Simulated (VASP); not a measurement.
## Ti5Si: single point with r2SCAN

The system is Ti5Si.

```xyz
6
Lattice="2.5228 1.4566 4.4409 -2.5228 1.4566 4.4409 0.0000 -2.9131 4.4409" Properties=species:S:1:pos:R:3 pbc="T T T"
Ti    0.0000    0.0000    2.0176
Ti    0.5316    1.4566    4.4409
Ti   -1.5272   -0.2679    4.4409
Ti    0.0000    0.0000   11.3051
Ti    0.9956   -1.1886    4.4409
Si    0.0000    0.0000    6.6614
```

* Program: VASP 6.6.1
* Task: single point
* Functional: r2SCAN
* Potentials or basis: VASP PAW PBE potentials, release 64 (Ti_sv, Si)
* Cutoff: 520 eV
* k mesh: 6 × 6 × 6
* Occupations: gaussian, width 0.1 eV
* Spin: no spin polarisation

```yaml
Pressure: -0.8 GPa
Largest_force: 0.067 eV/Å
Band_gap_on_the_k_mesh: zero (bands 32 and 33 overlap by 0.54 eV)
```

Forces on the atoms (eV/Å):
```
Ti   0.000  0.000  0.028
Ti  -0.067  0.000  0.000
Ti   0.033 -0.058  0.000
Ti   0.000  0.000 -0.028
Ti   0.033  0.058  0.000
Si   0.000  0.000  0.000
```

Stress tensor (GPa, compression positive):
```
-0.71  0.00  0.00
 0.00 -0.71  0.00
 0.00  0.00 -1.08
```

Levels at points of the mesh, in eV from the Fermi level:
```tsv
k point	band 30	band 31	band 32	band 33	band 34	band 35
(0.00, 0.00, 0.00)	-1.01	-0.86	-0.20	-0.02	-0.02	1.16
(0.50, 0.00, 0.00)	-0.82	-0.60	0.41	0.59	0.60	0.74
(0.50, 0.50, 0.00)	-0.61	-0.45	-0.16	-0.04	0.71	0.77
(0.50, 0.50, 0.50)	-0.71	-0.71	-0.19	0.29	0.29	0.93
```

It took 8.8 min on 1 thread of AMD EPYC 7R13 Processor (Zen 3), with other jobs on the host, peak memory 0.28 GiB.

Caveat: the PAW data sets were made with another functional, which shifts forces and pressure a little.
